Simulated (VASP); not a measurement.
# AlP (F-43m) in VASP: notebook

The runs below take AlP through single point, with PBE.

Everything below comes from runs of VASP 6.6.1. Logs are shortened: lines on timing, memory, paths and dates and some standing lists are left out, and cuts for length are marked.

## Step 1: The cell of the first run

It takes space group F-43m (No. 216, cubic). The conventional cell has a = 5.507 Å, b = 5.507 Å, c = 5.507 Å, α = 90.00°, β = 90.00°, γ = 90.00°. Within 3.2 Å of Al (site symmetry -43m) lie 4 P at 2.38 Å. P (site symmetry -43m) has 4 Al at 2.38 Å within 3.2 Å.

## Step 2: Single point, PBE

INCAR

```
SYSTEM = AlP
ALGO     = Normal         ! electronic algorithm
EDIFF    = 1E-6           ! SCF threshold, eV
ENCUT    = 500            ! plane-wave cutoff, eV
GGA      = PE             ! functional
GGA_COMPAT= .False.      
ISIF     = 2              ! what is computed and relaxed
ISMEAR   = 0              ! smearing method
LASPH    = .True.         ! aspherical terms in the spheres
LCHARG   = .False.        ! write CHGCAR
LREAL    = Auto         
LWAVE    = .False.        ! write WAVECAR
NBANDS   = 86             ! bands
NELM     = 120            ! most SCF steps
PREC     = Accurate       ! precision mode
SIGMA    = 0.01           ! smearing width, eV
```

KPOINTS

```
Automatic mesh
0
Gamma
  2 2 2
  0.5 0.5 0.5
```

POSCAR

```
AlP
1.0
   -5.5073398843      5.5073398843     -5.5073398843
    5.5073398843     -5.5073398843     -5.5073398843
   -5.5073398843     -5.5073398843      5.5073398843
Al P
16 16
Direct
    0.5000000000      0.2500000000      0.2500000000
    0.2500000000      0.2500000000      0.5000000000
    0.0000000000      0.2500000000      0.7500000000
    0.7500000000      0.0000000000      0.2500000000
    0.7500000000      0.2500000000      0.0000000000
    0.5000000000      0.0000000000      0.5000000000
    0.2500000000      0.0000000000      0.7500000000
    0.0000000000      0.7500000000      0.2500000000
    1.0000000000      1.0000000000      1.0000000000
    0.7500000000      0.7500000000      0.5000000000
    0.5000000000      0.7500000000      0.7500000000
    0.2500000000      0.5000000000      0.2500000000
    0.2500000000      0.7500000000      0.0000000000
    0.0000000000      0.5000000000      0.5000000000
    0.7500000000      0.5000000000      0.7500000000
    0.5000000000      0.5000000000      0.0000000000
    0.5000000000      0.0000000000      0.2500000000
    0.2500000000      0.0000000000      0.5000000000
    0.0000000000      0.0000000000      0.7500000000
    0.7500000000      0.7500000000      0.2500000000
    0.7500000000      0.0000000000      0.0000000000
    0.5000000000      0.7500000000      0.5000000000
    0.2500000000      0.7500000000      0.7500000000
    0.0000000000      0.5000000000      0.2500000000
    0.0000000000      0.7500000000      0.0000000000
    0.7500000000      0.5000000000      0.5000000000
    0.5000000000      0.5000000000      0.7500000000
    0.2500000000      0.2500000000      0.2500000000
    0.2500000000      0.5000000000      0.0000000000
    0.0000000000      0.2500000000      0.5000000000
    0.7500000000      0.2500000000      0.7500000000
    0.5000000000      0.2500000000      0.0000000000
```

Potentials or basis: VASP PAW PBE potentials, release 64 (Al, P).

The run is started by

```bash
$ cat potpaw_PBE.64/Al/POTCAR potpaw_PBE.64/P/POTCAR > POTCAR
$ mpirun -np 1 vasp_std > vasp.out
```

OUTCAR:

```text
SYSTEM = AlP
   EDIFF = 1E-6
   ENCUT = 500
   GGA = PE
   ISIF = 2
   ISMEAR = 0
   LASPH = .True.
   LREAL = Auto
   NELM = 120
   PREC = Accurate

 ion  position               nearest neighbor table
   1  0.500  0.250  0.250-  17 2.38  26 2.38  28 2.38  32 2.38
   2  0.250  0.250  0.500-  18 2.38  27 2.38  28 2.38  30 2.38
   3  0.000  0.250  0.750-  19 2.38  29 2.38  30 2.38  31 2.38
   4  0.750  0.000  0.250-  17 2.38  20 2.38  21 2.38  30 2.38
   5  0.750  0.250  0.000-  21 2.38  24 2.38  31 2.38  32 2.38
   6  0.500  0.000  0.500-  17 2.38  18 2.38  22 2.38  31 2.38
[... 24 lines left out ...]
  31  0.750  0.250  0.750-   3 2.38   5 2.38   6 2.38  15 2.38
  32  0.500  0.250  0.000-   1 2.38   5 2.38   7 2.38  16 2.38

  LATTYP: Found a body centered cubic cell.
 ALAT       =    11.0146797686

  Lattice vectors:

 A1 = (  -5.5073398843,   5.5073398843,  -5.5073398843)
 A2 = (   5.5073398843,  -5.5073398843,  -5.5073398843)
 A3 = (  -5.5073398843,  -5.5073398843,   5.5073398843)

Analysis of symmetry for initial positions (statically):
=====================================================================
 Subroutine PRICEL returns following result:

  LATTYP: Found a face centered cubic cell.
 ALAT       =     5.5073398843

  Lattice vectors:

 A1 = (   2.7536699422,  -2.7536699422,   0.0000000000)
 A2 = (   2.7536699421,  -0.0000000000,   2.7536699422)
 A3 = (   0.0000000000,  -2.7536699422,   2.7536699422)

  16 primitive cells build up your supercell.

 Routine SETGRP: Setting up the symmetry group for a
 body centered cubic supercell.

 Subroutine GETGRP returns: Found 24 space group operations
 (whereof 24 operations were pure point group operations)
 out of a pool of 48 trial point group operations.

The static configuration has the point symmetry T_d .

Analysis of symmetry for dynamics (positions and initial velocities):
=====================================================================
 Subroutine PRICEL returns following result:

  LATTYP: Found a face centered cubic cell.
 ALAT       =     5.5073398843

  Lattice vectors:

 A1 = (   2.7536699422,  -2.7536699422,   0.0000000000)
 A2 = (   2.7536699421,  -0.0000000000,   2.7536699422)
 A3 = (   0.0000000000,  -2.7536699422,   2.7536699422)

  16 primitive cells build up your supercell.

 Routine SETGRP: Setting up the symmetry group for a
 body centered cubic supercell.

 Subroutine GETGRP returns: Found 24 space group operations
 (whereof 24 operations were pure point group operations)
 out of a pool of 48 trial point group operations.

The dynamic configuration has the point symmetry T_d .

 Subroutine INISYM returns: Found 24 space group operations
 (whereof 24 operations are pure point group operations),
 and found    16 'primitive' translations

----------------------------------------------------------------------------------------

                                     Primitive cell

  volume of cell :      41.7605

  direct lattice vectors                    reciprocal lattice vectors
     2.753669942 -2.753669942  0.000000000     0.181575864 -0.181575864 -0.181575864
     2.753669942 -0.000000000  2.753669942     0.181575864  0.181575864  0.181575864
     0.000000000 -2.753669942  2.753669942    -0.181575864 -0.181575864  0.181575864

  length of vectors
     3.894277378  3.894277378  3.894277378     0.314498623  0.314498623  0.314498623

  position of ions in fractional coordinates (direct lattice)
     1.000000000  1.000000000  0.000000000
     0.250000000  0.250000000  0.250000000

  ion indices of the primitive-cell ions
   primitive index   ion index
                 1           1
                 2          17

----------------------------------------------------------------------------------------

 KPOINTS: Automatic mesh

Automatic generation of k-mesh.
 Grid dimensions read from file:
 generate k-points for:    2    2    2

 Generating k-lattice:

  Cartesian coordinates                     Fractional coordinates (reciprocal lattice)
    -0.045393966  0.000000000 -0.045393966     0.500000000  0.000000000  0.000000000
     0.000000000 -0.045393966 -0.045393966     0.000000000  0.500000000  0.000000000
    -0.045393966 -0.045393966  0.000000000     0.000000000  0.000000000  0.500000000

  Length of vectors
     0.064196763  0.064196763  0.064196763

  Shift w.r.t. Gamma in fractional coordinates (k-lattice)
     0.500000000  0.500000000  0.500000000

 Subroutine IBZKPT returns following result:
 ===========================================

 Found      2 irreducible k-points:

 Following reciprocal coordinates:
            Coordinates               Weight
  0.250000  0.250000  0.250000      2.000000
 -0.250000  0.250000  0.250000      6.000000
   k-points           NKPTS =      2   k-points in BZ     NKDIM =      2   number of bands    NBANDS=     86
   number of dos      NEDOS =    301   number of ions     NIONS =     32
   total plane-waves  NPLWV = 343000
   dimension x,y,z NGX =    70 NGY =   70 NGZ =   70
   dimension x,y,z NGXF=   140 NGYF=  140 NGZF=  140
   ions per type =              16  16
   NGX,Y,Z   is equivalent  to a cutoff of  12.20, 12.20, 12.20 a.u.
   NGXF,Y,Z  is equivalent  to a cutoff of  24.40, 24.40, 24.40 a.u.
 SYSTEM =  AlP
   PREC   = accura    normal or accurate (medium, high low for compatibility)
   ISTART =      0    job   : 0-new  1-cont  2-samecut
   ICHARG =      2    charge: 1-file 2-atom 10-const
   ISPIN  =      1    spin polarized calculation?
   LNONCOLLINEAR =      F non collinear calculations
   LSORBIT =      F    spin-orbit coupling
   LASPH  =      T    aspherical Exc in radial PAW
   ENCUT  =  500.0 eV  36.75 Ry    6.06 a.u.  17.39 17.39 17.39*2*pi/ulx,y,z
   NELM   =    120;   NELMIN=  2; NELMDL= -5     # of ELM steps
   EDIFF  = 0.1E-05   stopping-criterion for ELM
   LREAL  =      T    real-space projection
   EDIFFG = 0.1E-04   stopping-criterion for IOM
   NSW    =      0    number of steps for IOM
   IBRION =     -1    ionic relax: 0-MD 1-quasi-New 2-CG
   NFREE  =      0    steps in history (QN), initial steepest desc. (CG)
   ISIF   =      2    stress and relaxation
   ISYM   =      2    0-nonsym 1-usesym 2-fastsym
   POTIM  = 0.5000    time-step for ionic-motion
   TEBEG  =    0.0;   TEEND  =   0.0 temperature during run
   PSTRESS=    0.0 pullay stress
   NELECT =     128.0000    total number of electrons
   NUPDOWN=      -1.0000    fix difference up-down
   EMIN   =  10.00;   EMAX   =-10.00  energy-range for DOS
   EFERMI =   0.00;   METHOD = LEGACY
   ISMEAR =     0;   SIGMA  =   0.01  broadening in eV -4-tet -1-fermi 0-gaus
   EFERMI_NEDOS =   21; number of points for ismear=-14 and -15
   IALGO  =     38    algorithm
   IMIX   =      4    mixing-type and parameters
     AMIX     =   0.40;   BMIX     =  1.00
     AMIX_MAG =   1.60;   BMIX_MAG =  1.00
  volume/ion in A,a.u.               =      20.88       140.91
  Fermi-wavevector in a.u.,A,eV,Ry     =   0.943734  1.783399 12.117810  0.890634
  Thomas-Fermi vector in A             =   2.071470
   LORBIT       =      0    0 simple, 1 ext, 2 COOP (PROOUT), +10 PAW based schemes
   GGA     = PE    functional components
   LHFCALC =     F    Hartree Fock is set to
   AEXX    =    0.0000 exact exchange contribution
   IVDW    =     0    specifies the selected vdW correction
   LEPSILON=     F    determine dielectric tensor
   LRPA    =     F    only Hartree local field effects (RPA)
 non-spin polarized calculation
 Gauss-broadening in eV      SIGMA  =   0.01
  energy-cutoff  :      500.00
  volume of cell :      668.17
 maximum number of plane-waves:     17028
 NGX is ok and might be reduce to    70

 number of electron     127.9999976 magnetization

 Free energy of the ion-electron system (eV)
  ---------------------------------------------------
  ext. energy  EPLUGINS =         0.00000000
  ---------------------------------------------------
  free energy    TOTEN  =      -166.04444479 eV

  energy without entropy =     -166.04444479  energy(sigma->0) =     -166.04444479

 E-fermi :   4.0010     XC(G=0):  -9.1083

 val. band max:        3.9137036486   @ k =   0.2500   0.2500   0.2500
 cond. band min:       6.3350221369   @ k =  -0.2500   0.2500   0.2500
 fundamental gap:      2.4213184883
 Fermi energy:         4.0009596512

 k-point     1 :       0.2500    0.2500    0.2500
  band No.  band energies     occupation
      1      -6.3756      2.00000
      2      -6.3756      2.00000
      3      -6.3756      2.00000
      4      -6.3756      2.00000
      5      -5.1409      2.00000
      6      -5.1409      2.00000
[... 68 lines left out ...]
     75       7.1492      0.00000
     76       7.1492      0.00000

 k-point     2 :      -0.2500    0.2500    0.2500
  band No.  band energies     occupation
      1      -6.7891      2.00000
      2      -5.9787      2.00000
      3      -5.9787      2.00000
      4      -5.9786      2.00000
      5      -5.9786      2.00000
      6      -5.4543      2.00000
[... 68 lines left out ...]
     75       8.1769      0.00000
     76       8.1769      0.00000
 [bands above 76 left out]

------------------------ aborting loop because EDIFF is reached ----------------------------------------

  FORCE on cell =-STRESS in cart. coord.  units (eV):
  Direction    XX          YY          ZZ          XY          YZ          ZX
  --------------------------------------------------------------------------------------
  -------------------------------------------------------------------------------------
  Total       -0.3048101     -0.3048101     -0.3048101     -0.0000000      0.0000000      0.0000000
  in kB       -0.7308939     -0.7308939     -0.7308939     -0.0000000      0.0000000      0.0000000
  external PRESSURE =      -0.7308939 kB  Pullay stress =       0.0000000 kB

 VOLUME and BASIS-vectors are now :
 -----------------------------------------------------------------------------
  energy-cutoff  :      500.00
  volume of cell :      668.17
      direct lattice vectors                 reciprocal lattice vectors
    -5.507339884  5.507339884 -5.507339884    -0.090787932  0.000000000 -0.090787932
     5.507339884 -5.507339884 -5.507339884     0.000000000 -0.090787932 -0.090787932
    -5.507339884 -5.507339884  5.507339884    -0.090787932 -0.090787932  0.000000000

 POSITION                                       TOTAL-FORCE (eV/Angst)
 -----------------------------------------------------------------------------------
     -2.75367      0.00000     -2.75367         0.000000      0.000000     -0.000000
     -2.75367     -2.75367      0.00000         0.000000      0.000000     -0.000000
     -2.75367     -5.50734      2.75367        -0.000000      0.000000     -0.000000
     -5.50734      2.75367     -2.75367         0.000000      0.000000     -0.000000
     -2.75367      2.75367     -5.50734         0.000000     -0.000000     -0.000000
     -5.50734      0.00000      0.00000        -0.000000      0.000000      0.000000
[... 24 lines left out ...]
     -6.88417     -1.37683     -1.37683        -0.000000     -0.000000     -0.000000
     -1.37683      1.37683     -4.13050        -0.000000     -0.000000     -0.000000
 -----------------------------------------------------------------------------------
    total drift:                                0.000008      0.000008      0.000008

  FREE ENERGIE OF THE ION-ELECTRON SYSTEM (eV)
  ---------------------------------------------------
  free  energy   TOTEN  =      -166.0444447921 eV

  energy  without entropy=     -166.0444447921  energy(sigma->0) =     -166.04444479
```

Run time: 1.8 min. Hardware: 1 thread of Intel Xeon 6975P-C (Granite Rapids), shared host; peak memory 0.67 GiB.

What came out:

- Free energy: -166.0444 eV
- Pressure: -0.1 GPa
- Band gap on the k mesh: 2.42 eV

Levels at points of the mesh, in eV from the valence-band top:
| k point | band 61 | band 62 | band 63 | band 64 | band 65 | band 66 | band 67 | band 68 |
| --- | --- | --- | --- | --- | --- | --- | --- | --- |
| (0.25, 0.25, 0.25) | 0.00 | 0.00 | 0.00 | 0.00 | 3.24 | 3.24 | 3.24 | 3.24 |

## Step 3: Single point, PBE

This run uses another cell than the first one: it holds 2 atoms, not 32.

INCAR

```
  PREC = Accurate
  ENCUT = 500
  EDIFF = 1E-6
  ISMEAR = 0
  SIGMA = 0.01
  LREAL = F
  LASPH = T
  NELM = 120
  ALGO = Normal
  ISIF = 2
  LWAVE = F
  LCHARG = F
  GGA = PE
  NBANDS = 11
  GGA_COMPAT = F
```

KPOINTS

```
regular mesh
0
Gamma
  8 8 8
```

POSCAR

```
AlP
1.0
    0.0000000000      2.7536699453      2.7536699453
    2.7536699453      0.0000000000      2.7536699453
    2.7536699453      2.7536699453      0.0000000000
Al P
1 1
Direct
    0.0000000000      0.0000000000      0.0000000000
    0.7500000000      0.7500000000      0.7500000000
```

Potentials or basis: VASP PAW PBE potentials, release 64 (Al, P).

The run is started by

```bash
$ cat potpaw_PBE.64/Al/POTCAR potpaw_PBE.64/P/POTCAR > POTCAR
$ mpirun -np 1 vasp_std > vasp.out
```

Wall time 21 s (1 thread of Intel Xeon 8259CL, shared host); peak memory 0.15 GiB.

Results (log left out):

| Property | Result |
| --- | --- |
| Free energy | -10.3768 eV |
| Pressure | -0.1 GPa |
| Band gap on the k mesh | 1.63 eV, indirect (least direct gap 3.09 eV) |

Levels at points of the mesh, in eV from the valence-band top:
```csv
k point,band 1,band 2,band 3,band 4,band 5,band 6,band 7,band 8
"(0.00, 0.00, 0.00)",-11.36,0.00,0.00,0.00,3.09,4.53,4.53,4.53
"(0.50, 0.00, 0.00)",-9.74,-5.41,-0.75,-0.75,2.72,4.81,4.81,8.20
"(0.50, 0.50, 0.00)",-9.11,-5.22,-2.05,-2.05,1.63,2.47,10.85,10.85
```

A k mesh can miss the band edges. Expect the measured gap to be larger: semilocal functionals such as PBE lack the derivative discontinuity.

## Step 4: Single point, PBE

This run uses another cell than the first one: it holds 16 atoms, not 32.

INCAR

```
PREC     = Accurate       # precision mode
ENCUT    = 500            # plane-wave cutoff, eV
EDIFF    = 1E-6           # SCF threshold, eV
ISMEAR   = 0              # smearing method
SIGMA    = 0.01           # smearing width, eV
LREAL    = False          # projectors in reciprocal space
LASPH    = True           # aspherical terms in the spheres
NELM     = 120            # most SCF steps
ALGO     = Normal         # electronic algorithm
ISIF     = 2              # what is computed and relaxed
LWAVE    = False          # write WAVECAR
LCHARG   = False          # write CHGCAR
GGA      = PE             # functional
NBANDS   = 46             # bands
GGA_COMPAT= False
```

KPOINTS

```
Automatic mesh
0
Gamma
  1 1 1
```

POSCAR

```
AlP
1.0
    0.0000000000      5.5073398843     -5.5073398843
    5.5073398843      5.5073398843      0.0000000000
    5.5073398843      0.0000000000     -5.5073398843
Al P
8 8
Direct
    0.0000000000      0.0000000000      0.5000000000
    0.0000000000      0.5000000000      0.5000000000
    0.5000000000      0.0000000000      0.5000000000
    0.5000000000      0.5000000000      0.5000000000
    0.0000000000      0.0000000000      1.0000000000
    0.0000000000      0.5000000000      1.0000000000
    0.5000000000      0.0000000000      1.0000000000
    0.5000000000      0.5000000000      1.0000000000
    0.1250000000      0.1250000000      0.1250000000
    0.1250000000      0.6250000000      0.1250000000
    0.6250000000      0.1250000000      0.1250000000
    0.6250000000      0.6250000000      0.1250000000
    0.1250000000      0.1250000000      0.6250000000
    0.1250000000      0.6250000000      0.6250000000
    0.6250000000      0.1250000000      0.6250000000
    0.6250000000      0.6250000000      0.6250000000
```

The run is started by

```bash
$ cat potpaw_PBE.64/Al/POTCAR potpaw_PBE.64/P/POTCAR > POTCAR
$ mpirun -np 1 vasp_gam > vasp.out
```

Wall time 36 s (1 thread of Intel Xeon Platinum 8488C (Sapphire Rapids), shared host); peak memory 0.45 GiB.

It converged, with:

```
Free energy            : -68.6722 eV
Pressure               : 5.6 GPa
Band gap on the k mesh : 1.43 eV
```

Levels at points of the mesh, in eV from the valence-band top:
```tsv
k point	band 30	band 31	band 32	band 33	band 34	band 35
(0.00, 0.00, 0.00)	0.00	0.00	0.00	1.43	1.43	1.43
```

Caveat: the k points lie up to 0.99 Å⁻¹ apart. A k mesh can miss the band edges.

(Continued in part 2 of 2.)
